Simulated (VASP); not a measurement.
# Mg4TiN (P6/mmm) in VASP: further runs, part 2 of 2

VASP 6.6.1. Earlier steps stand in the parts before.

## 3. Relaxation of cell and atoms, PBE

Contents of INCAR:

```
SYSTEM = Mg4TiN
PREC = Accurate
ENCUT = 600
EDIFF = 1E-6
ISMEAR = 0
SIGMA = 0.1
LREAL = .False.
LASPH = .True.
NELM = 60
ALGO = Normal
ISIF = 3
LWAVE = .False.
LCHARG = .False.
GGA = PE
IBRION = 2
NSW = 90
EDIFFG = -0.04
```

Contents of KPOINTS:

```
regular mesh
0
Gamma
  6 6 4
  0 0 0
```

Contents of POSCAR:

```
Mg4TiN
1.0
    4.7894094192      0.0000000000      0.0000000000
   -2.3947047096      4.1477502262      0.0000000000
    0.0000000000      0.0000000000      5.3755480871
Mg Ti N
4 1 1
Direct
    0.3333333333      0.6666666667      0.7523640711
    0.3333333333      0.6666666667      0.2476359289
    0.6666666667      0.3333333333      0.7523640711
    0.6666666667      0.3333333333      0.2476359289
    0.0000000000      0.0000000000      0.0000000000
    0.0000000000      0.0000000000      0.5000000000
```

Potentials or basis: VASP PAW PBE potentials, release 64 (Mg, Ti_sv, N).

Run with:

```
$ cat potpaw_PBE.64/Mg/POTCAR potpaw_PBE.64/Ti_sv/POTCAR potpaw_PBE.64/N/POTCAR > POTCAR
$ mpirun -np 1 vasp_std > vasp.out
```

OUTCAR:

```text
SYSTEM = Mg4TiN
   PREC = Accurate
   ENCUT = 600
   EDIFF = 1E-6
   ISMEAR = 0
   LREAL = .False.
   LASPH = .True.
   NELM = 60
   ISIF = 3
   GGA = PE
   IBRION = 2
   NSW = 90
   EDIFFG = -0.04

 ion  position               nearest neighbor table
   1  0.333  0.667  0.752-   2 2.66   2 2.71   3 2.77   3 2.77   3 2.77   5 3.07   5 3.07   5 3.07

   2  0.333  0.667  0.248-   1 2.66   1 2.71   4 2.77   4 2.77   4 2.77   5 3.07   5 3.07   5 3.07

   3  0.667  0.333  0.752-   4 2.66   4 2.71   1 2.77   1 2.77   1 2.77   5 3.07   5 3.07   5 3.07

   4  0.667  0.333  0.248-   3 2.66   3 2.71   2 2.77   2 2.77   2 2.77   5 3.07   5 3.07   5 3.07

   5  0.000  0.000  0.000-   1 3.07   2 3.07   3 3.07   4 3.07   3 3.07   4 3.07   1 3.07   2 3.07
                             3 3.07   4 3.07   1 3.07   2 3.07
   6  0.000  0.000  0.500-

  LATTYP: Found a hexagonal cell.
 ALAT       =     4.7894094192
 C/A-ratio  =     1.1223822431

  Lattice vectors:

 A1 = (   4.7894094192,   0.0000000000,   0.0000000000)
 A2 = (  -2.3947047096,   4.1477502262,   0.0000000000)
 A3 = (   0.0000000000,   0.0000000000,   5.3755480871)

Analysis of symmetry for initial positions (statically):
=====================================================================
 Subroutine PRICEL returns:
 Original cell was already a primitive cell.

 Routine SETGRP: Setting up the symmetry group for a
 hexagonal supercell.

 Subroutine GETGRP returns: Found 24 space group operations
 (whereof 24 operations were pure point group operations)
 out of a pool of 24 trial point group operations.

The static configuration has the point symmetry D_6h.

Analysis of symmetry for dynamics (positions and initial velocities):
=====================================================================
 Subroutine PRICEL returns:
 Original cell was already a primitive cell.

 Routine SETGRP: Setting up the symmetry group for a
 hexagonal supercell.

 Subroutine GETGRP returns: Found 24 space group operations
 (whereof 24 operations were pure point group operations)
[... 116 lines left out ...]
   PSTRESS=    0.0 pullay stress
   NELECT =      25.0000    total number of electrons
   NUPDOWN=      -1.0000    fix difference up-down
   EMIN   =  10.00;   EMAX   =-10.00  energy-range for DOS
   EFERMI =   0.00;   METHOD = LEGACY
   ISMEAR =     0;   SIGMA  =   0.10  broadening in eV -4-tet -1-fermi 0-gaus
   EFERMI_NEDOS =   21; number of points for ismear=-14 and -15
   IALGO  =     38    algorithm
   IMIX   =      4    mixing-type and parameters
     AMIX     =   0.40;   BMIX     =  1.00
     AMIX_MAG =   1.60;   BMIX_MAG =  1.00
  volume/ion in A,a.u.               =      17.80       120.11
  Fermi-wavevector in a.u.,A,eV,Ry     =   1.008980  1.906695 13.851274  1.018040
  Thomas-Fermi vector in A             =   2.141880
   LORBIT       =      0    0 simple, 1 ext, 2 COOP (PROOUT), +10 PAW based schemes
   GGA     = PE    functional components
   LHFCALC =     F    Hartree Fock is set to
   AEXX    =    0.0000 exact exchange contribution
   IVDW    =     0    specifies the selected vdW correction
   LEPSILON=     F    determine dielectric tensor
   LRPA    =     F    only Hartree local field effects (RPA)
 conjugate gradient relaxation of ions
 non-spin polarized calculation
 Gauss-broadening in eV      SIGMA  =   0.10
  energy-cutoff  :      600.00
  volume of cell :      106.79
 maximum number of plane-waves:      3597
 NGX is ok and might be reduce to    40
   NGX = 19   NGY = 19   NGZ = 21

--------------------------------------- Ionic step        1  -------------------------------------------

 number of electron      25.0000001 magnetization

 Free energy of the ion-electron system (eV)
  ---------------------------------------------------
  ext. energy  EPLUGINS =         0.00000000
  ---------------------------------------------------
  free energy    TOTEN  =       -17.89978201 eV

  energy without entropy =      -17.86904918  energy(sigma->0) =      -17.88441560

------------------------ aborting loop because EDIFF is reached ----------------------------------------

  FORCE on cell =-STRESS in cart. coord.  units (eV):
  Direction    XX          YY          ZZ          XY          YZ          ZX
  --------------------------------------------------------------------------------------
  -------------------------------------------------------------------------------------
  Total        0.7916632      0.7916632     -0.7138258      0.0000000     -0.0000000      0.0000000
  in kB       11.8777371     11.8777371    -10.7099020      0.0000000     -0.0000000      0.0000000
  external PRESSURE =       4.3485240 kB  Pullay stress =       0.0000000 kB
[... 107 lines left out ...]
--------------------------------------- Ionic step        4  -------------------------------------------

 number of electron      24.9999997 magnetization

 Free energy of the ion-electron system (eV)
  ---------------------------------------------------
  ext. energy  EPLUGINS =         0.00000000
  ---------------------------------------------------
  free energy    TOTEN  =       -17.91600058 eV

  energy without entropy =      -17.89175743  energy(sigma->0) =      -17.90387901

 E-fermi :   4.1569     XC(G=0):  -9.5057

 val. band max:        4.1459670609   @ k =   0.3333  -0.0000   0.0000
 cond. band min:       4.1598865038   @ k =   0.5000   0.0000   0.2500
 fundamental gap:      0.0139194429
 Fermi energy:         4.1569452544

 k-point     1 :       0.0000    0.0000    0.0000
  band No.  band energies     occupation
      1     -53.2961      2.00000
      2     -29.5484      2.00000
      3     -29.5416      2.00000
      4     -29.5416      2.00000
      5      -8.8854      2.00000
      6      -2.1809      2.00000
[... 421 lines left out ...]
  FREE ENERGIE OF THE ION-ELECTRON SYSTEM (eV)
  ---------------------------------------------------
  free  energy   TOTEN  =       -17.9160005768 eV

  energy  without entropy=      -17.8917574345  energy(sigma->0) =      -17.90387901

 reached required accuracy - stopping structural energy minimisation
```

CONTCAR:

```text
Mg4TiN
   1.00000000000000
     4.8476657919420525    0.0000000000000000    0.0000000000000000
    -2.4238328959710262    4.1982017249287127   -0.0000000000000000
    -0.0000000000000000   -0.0000000000000000    5.2879552513729768
  Mg              Ti              N
     4     1     1
Direct
     0.3333333332999970    0.6666666667000030    0.7517468428677453
     0.3333333332999970    0.6666666667000030    0.2482531571322547
     0.6666666667000030    0.3333333332999970    0.7517468428677453
     0.6666666667000030    0.3333333332999970    0.2482531571322547
     1.0000000000000000    1.0000000000000000    0.0000000000000000
     1.0000000000000000    1.0000000000000000    0.5000000000000000

  0.00000000E+00  0.00000000E+00  0.00000000E+00
  0.00000000E+00  0.00000000E+00  0.00000000E+00
  0.00000000E+00  0.00000000E+00  0.00000000E+00
  0.00000000E+00  0.00000000E+00  0.00000000E+00
  0.00000000E+00  0.00000000E+00  0.00000000E+00
  0.00000000E+00  0.00000000E+00  0.00000000E+00
```

It took 1.7 min on 1 thread of AMD EPYC 9R45 (Zen 5), shared host; peak memory 0.27 GiB.

What came out:

- Free energy: -17.9160 eV
- Relaxed volume: 17.94 Å³/atom
- Relaxed cell: a = 4.848 Å, b = 4.848 Å, c = 5.288 Å, α = 90.00°, β = 90.00°, γ = 120.00°
- Space group after relaxing (to 0.1 Å): P6/mmm (No. 191)
- Energy gained by relaxing: 2.7 meV/atom
- Ionic steps: 4
- Pressure after relaxing: 0.0 GPa
- Largest force after relaxing: 0.014 eV/Å
- Band gap on the k mesh: zero (an odd number of electrons rules out a gap without spin polarisation)

Forces on the atoms (eV/Å):
```
Mg   0.000  0.000  0.014
Mg   0.000  0.000 -0.014
Mg   0.000  0.000  0.014
Mg   0.000  0.000 -0.014
Ti   0.000  0.000  0.000
N    0.000  0.000  0.000
```

Step by step:
```
step  energy change (eV)  largest force (eV/Å)  pressure (GPa)  volume (Å³)
   1              0.0000                0.0617            0.43       106.79
   2             -0.0113                0.0042            0.01       107.53
   3             -0.0148                0.0541           -0.37       108.22
   4             -0.0162                0.0135           -0.04       107.62
```

Final structure:
```
CELL_PARAMETERS angstrom
4.84767 0.00000 0.00000
-2.42383 4.19820 0.00000
0.00000 0.00000 5.28796
ATOMIC_POSITIONS crystal
Mg 0.33333 0.66667 0.75175
Mg 0.33333 0.66667 0.24825
Mg 0.66667 0.33333 0.75175
Mg 0.66667 0.33333 0.24825
Ti 0.00000 0.00000 0.00000
N 0.00000 0.00000 0.50000
```

Levels at points of the mesh, in eV from the Fermi level:
```csv
k point,band 9,band 10,band 11,band 12,band 13,band 14,band 15,band 16
"(0.00, 0.00, 0.00)",-2.28,-1.59,-1.30,-1.30,0.17,0.17,1.05,1.41
"(0.50, 0.00, 0.00)",-2.64,-1.82,-1.17,-0.37,-0.07,0.17,0.28,0.57
"(0.00, 0.00, 0.50)",-2.46,-2.46,-1.04,-1.04,0.92,0.92,1.63,1.63
"(0.50, 0.00, 0.50)",-2.91,-2.40,-1.83,-0.22,-0.08,0.31,0.58,0.85
```

## 4. Single point, PBE

This run uses another cell than the first one, of 17.92 Å³/atom.

Contents of INCAR:

```
SYSTEM = Mg4TiN
  PREC = Accurate
  ENCUT = 520
  EDIFF = 1E-7
  ISMEAR = 0
  SIGMA = 0.1
  LREAL = .FALSE.
  LASPH = .TRUE.
  NELM = 100
  ALGO = Normal
  ISIF = 2
  LWAVE = .FALSE.
  LCHARG = .FALSE.
  GGA = PE
  NBANDS = 22
```

Contents of KPOINTS:

```
Automatic mesh
0
G
  12 12 8
  0 0 0
```

Contents of POSCAR:

```
Mg4TiN
1.0
    4.8260107019      0.0000000000      0.0000000000
   -2.4130053510      4.1794478668      0.0000000000
    0.0000000000      0.0000000000      5.3314893942
Mg Ti N
4 1 1
Direct
    0.3333333333      0.6666666667      0.7517221916
    0.3333333333      0.6666666667      0.2482778084
    0.6666666667      0.3333333333      0.7517221916
    0.6666666667      0.3333333333      0.2482778084
    0.0000000000      0.0000000000      0.0000000000
    0.0000000000      0.0000000000      0.5000000000
```

Run with:

```
$ cat potpaw_PBE.64/Mg/POTCAR potpaw_PBE.64/Ti_sv/POTCAR potpaw_PBE.64/N/POTCAR > POTCAR
$ mpirun -np 1 vasp_std > vasp.out
```

Run time: 2.4 min. Hardware: 1 thread of AMD EPYC 9R45 (Zen 5), shared host; peak memory 0.34 GiB.

The run converged. Its results:

| Property | Result |
| --- | --- |
| Free energy | -17.9170 eV |
| Pressure | 0.0 GPa |
| Largest force | 0.009 eV/Å |
| Band gap on the k mesh | zero (an odd number of electrons rules out a gap without spin polarisation) |

Forces on the atoms (eV/Å):
```
Mg   0.000  0.000  0.009
Mg   0.000  0.000 -0.009
Mg   0.000  0.000  0.009
Mg   0.000  0.000 -0.009
Ti   0.000  0.000  0.000
N    0.000  0.000  0.000
```

Levels at points of the mesh, in eV from the Fermi level:
```
           k point  band 10  band 11  band 12  band 13  band 14  band 15
(0.00, 0.00, 0.00)    -1.61    -1.27    -1.27     0.17     0.17     1.02
(0.50, 0.00, 0.00)    -1.84    -1.22    -0.34    -0.07     0.16     0.31
(0.00, 0.00, 0.50)    -2.43    -1.02    -1.02     0.90     0.90     1.67
(0.50, 0.00, 0.50)    -2.37    -1.81    -0.19    -0.04     0.33     0.54
```

## 5. Relaxation of cell and atoms, PBE, collinear spin

This run uses another cell than the first one, of 14.03 Å³/atom.

Contents of INCAR:

```
ALGO = Normal ; EDIFF = 1E-6
EDIFFG = -0.04 ; ENCUT = 600
GGA = PE ; IBRION = 2
ISIF = 3 ; ISMEAR = 0
ISPIN = 2 ; LASPH = T
LCHARG = F ; LMAXMIX = 4
LORBIT = 11 ; LREAL = F
LWAVE = F ; MAGMOM = 0 0 0 0 1 0
NELM = 150 ; NSW = 90
PREC = Accurate ; SIGMA = 0.1
```

Contents of KPOINTS:

```
k-points
0
Gamma
  6 6 2
```

Contents of POSCAR:

```
Mg4TiN
1.0
    3.5384482200      0.0000000000      0.0000000000
   -1.7692241100      3.0643860500      0.0000000000
    0.0000000000      0.0000000000      7.7626800200
Mg Ti N
4 1 1
Direct
    0.3333333300      0.6666666700      0.7664294200
    0.3333333300      0.6666666700      0.2335705800
    0.6666666700      0.3333333300      0.7664294200
    0.6666666700      0.3333333300      0.2335705800
    0.0000000000      0.0000000000      0.0000000000
    0.0000000000      0.0000000000      0.5000000000
```

Potentials or basis: VASP PAW PBE potentials, release 64 (Mg, Ti_sv, N).

Run with:

```
$ cat potpaw_PBE.64/Mg/POTCAR potpaw_PBE.64/Ti_sv/POTCAR potpaw_PBE.64/N/POTCAR > POTCAR
$ mpirun -np 1 vasp_std > vasp.out
```

OUTCAR:

```text
EDIFF = 1E-6
   EDIFFG = -0.04
   ENCUT = 600
   GGA = PE
   IBRION = 2
   ISIF = 3
   ISMEAR = 0
   ISPIN = 2
   LASPH = T
   LORBIT = 11
   LREAL = F
   NELM = 150
   NSW = 90
   PREC = Accurate

 ion  position               nearest neighbor table
   1  0.333  0.667  0.766-   3 2.04   3 2.04   3 2.04   5 2.73   5 2.73   5 2.73   2 3.63
   2  0.333  0.667  0.234-   4 2.04   4 2.04   4 2.04   5 2.73   5 2.73   5 2.73   1 3.63
   3  0.667  0.333  0.766-   1 2.04   1 2.04   1 2.04   5 2.73   5 2.73   5 2.73   4 3.63
   4  0.667  0.333  0.234-   2 2.04   2 2.04   2 2.04   5 2.73   5 2.73   5 2.73   3 3.63
   5  0.000  0.000  0.000-   1 2.73   2 2.73   3 2.73   4 2.73   3 2.73   4 2.73   1 2.73   2 2.73
                             3 2.73   4 2.73   1 2.73   2 2.73
   6  0.000  0.000  0.500-

  LATTYP: Found a hexagonal cell.
 ALAT       =     3.5384482200
[... 1548 lines left out ...]
  ext. energy  EPLUGINS =         0.00000000
  ---------------------------------------------------
  free energy    TOTEN  =       -17.96635612 eV

  energy without entropy =      -17.94535193  energy(sigma->0) =      -17.95585403

 E-fermi :   4.2638     XC(G=0):  -9.5920

 val. band max:        4.2339337833   @ k =   0.1667   0.1667   0.0000
 cond. band min:       4.2752353171   @ k =   0.3333  -0.0000   0.0000
 fundamental gap:      0.0413015338
 Fermi energy:         4.2638296421
[... 596 lines left out ...]
  FREE ENERGIE OF THE ION-ELECTRON SYSTEM (eV)
  ---------------------------------------------------
  free  energy   TOTEN  =       -17.9663561213 eV

  energy  without entropy=      -17.9453519349  energy(sigma->0) =      -17.95585403

 reached required accuracy - stopping structural energy minimisation

 total charge

# of ion       s       p       d       tot
------------------------------------------
    1        0.236   0.157   0.018   0.411
    2        0.236   0.157   0.018   0.411
    3        0.236   0.157   0.018   0.411
    4        0.236   0.157   0.018   0.411
    5        2.166   6.050   1.881  10.097
    6        1.358   1.961   0.000   3.319
--------------------------------------------------
tot          4.469   8.638   1.955  15.061

 magnetization (x)

# of ion       s       p       d       tot
------------------------------------------
    1        0.000  -0.000  -0.000  -0.000
    2        0.000  -0.000  -0.000  -0.000
    3        0.000  -0.000  -0.000  -0.000
    4        0.000  -0.000  -0.000  -0.000
    5       -0.000  -0.000  -0.001  -0.001
    6       -0.000   0.000   0.000   0.000
--------------------------------------------------
tot          0.000   0.000  -0.001  -0.001
```

It took 7.1 min on 1 thread of AMD EPYC 9R45 (Zen 5), shared host; peak memory 0.26 GiB.

What came out:

| Item | Value |
| --- | --- |
| Free energy | -17.9664 eV |
| Relaxed volume | 17.53 Å³/atom |
| Relaxed cell | a = 4.750 Å, b = 4.750 Å, c = 5.383 Å, α = 90.00°, β = 90.00°, γ = 120.00° |
| Space group after relaxing (to 0.1 Å) | P6/mmm (No. 191) |
| Energy gained by relaxing | 1860.3 meV/atom |
| Ionic steps | 10 |
| Pressure after relaxing | -0.1 GPa |
| Largest force after relaxing | 0.004 eV/Å |
| Net moment | 0.00 μB per cell |
| Valence electrons inside the program's atomic spheres | Mg 0.41; Ti 10.10; N 3.32 |

Forces in eV/Å, atoms in the order of the input:
```
Mg   0.000  0.000 -0.004
Mg   0.000  0.000  0.004
Mg   0.000  0.000 -0.004
Mg   0.000  0.000  0.004
Ti   0.000  0.000  0.000
N    0.000  0.000  0.000
```

Step by step:
| step | energy change (eV) | largest force (eV/Å) | pressure (GPa) | volume (Å³) |
| --- | --- | --- | --- | --- |
| 1 | 0.0000 | 2.6961 | 42.40 | 84.17 |
| 2 | -8.8904 | 0.3105 | -5.18 | 134.19 |
| 3 | -8.8921 | 0.2979 | -5.24 | 134.69 |
| 4 | -9.8477 | 0.1566 | -4.11 | 123.59 |
| 5 | -9.8313 | 1.8897 | 14.95 | 88.87 |
| 6 | -10.5533 | 0.0634 | -1.91 | 113.17 |
| 7 | -11.0422 | 0.5737 | 2.60 | 101.15 |
| 8 | -11.1275 | 0.2690 | 0.34 | 104.12 |
| 9 | -11.1354 | 0.3568 | 0.76 | 103.46 |
| 10 | -11.1616 | 0.0038 | -0.07 | 105.17 |

Final structure:
```
CELL_PARAMETERS angstrom
4.74982 0.00000 0.00000
-2.37491 4.11346 0.00000
0.00000 0.00000 5.38273
ATOMIC_POSITIONS crystal
Mg 0.33333 0.66667 0.75227
Mg 0.33333 0.66667 0.24773
Mg 0.66667 0.33333 0.75227
Mg 0.66667 0.33333 0.24773
Ti 0.00000 0.00000 0.00000
N 0.00000 0.00000 0.50000
```

Levels at points of the mesh, in eV from the Fermi level:
Spin up:
| k point | band 10 | band 11 | band 12 | band 13 | band 14 | band 15 |
| --- | --- | --- | --- | --- | --- | --- |
| (0.00, 0.00, 0.00) | -1.63 | -1.18 | -1.18 | 0.21 | 0.21 | 1.00 |
| (0.50, 0.00, 0.00) | -1.91 | -1.29 | -0.21 | -0.05 | 0.19 | 0.43 |
| (0.00, 0.00, 0.50) | -2.45 | -0.95 | -0.95 | 0.91 | 0.91 | 1.80 |
| (0.50, 0.00, 0.50) | -2.34 | -1.74 | -0.08 | 0.09 | 0.45 | 0.49 |
Spin down:
```csv
k point,band 9,band 10,band 11,band 12,band 13,band 14,band 15,band 16
"(0.00, 0.00, 0.00)",-2.28,-1.63,-1.18,-1.18,0.21,0.21,1.00,1.44
"(0.50, 0.00, 0.00)",-2.75,-1.91,-1.30,-0.21,-0.05,0.19,0.43,0.69
"(0.00, 0.00, 0.50)",-2.45,-2.45,-0.95,-0.95,0.91,0.91,1.80,1.80
"(0.50, 0.00, 0.50)",-2.92,-2.34,-1.74,-0.08,0.09,0.45,0.49,0.82
```

Caveat: the k points lie up to 0.58 Å⁻¹ apart in the final cell; the volume moved by over 15 % at a fixed basis, so the end points are rough.

## 6. Summary

```csv
task,spin,cell,k mesh,cutoff (eV),gap on the mesh (eV),pressure (GPa),moment (μB),relaxed volume (Å³/atom),largest force (eV/Å)
single point,collinear,"a = 4.789, b = 4.789, c = 5.376 Å, angles 90.0, 90.0, 120.0°, 6 atoms, atomic positions A",6 × 6 × 2,520,none,-0.1,0.29,-,0.02
relaxation of cell and atoms,off,"relaxed from a = 4.789, b = 4.789, c = 5.376 Å, angles 90.0, 90.0, 120.0°, 6 atoms, atomic positions A",6 × 6 × 4,600,none,0.0,-,17.94,0.01
single point,off,"a = 4.826, b = 4.826, c = 5.331 Å, angles 90.0, 90.0, 120.0°, 6 atoms, atomic positions A",12 × 12 × 8,520,none,0.0,-,-,0.01
relaxation of cell and atoms,collinear,"relaxed from a = 3.538, b = 3.538, c = 7.763 Å, angles 90.0, 90.0, 120.0°, 6 atoms, atomic positions B",6 × 6 × 2,600,none,-0.1,0.00,17.53,-
```

Alike in all rows: level PBE; potentials or basis VASP PAW PBE potentials, release 64 (Mg, Ti_sv, N); smearing gaussian 0.1 eV.

Caveats: some runs use coarse meshes; the volume moved by over 15 % at a fixed basis, so the end points are rough (at least some runs).

Absolute energies hang on the potentials; compare differences alone.
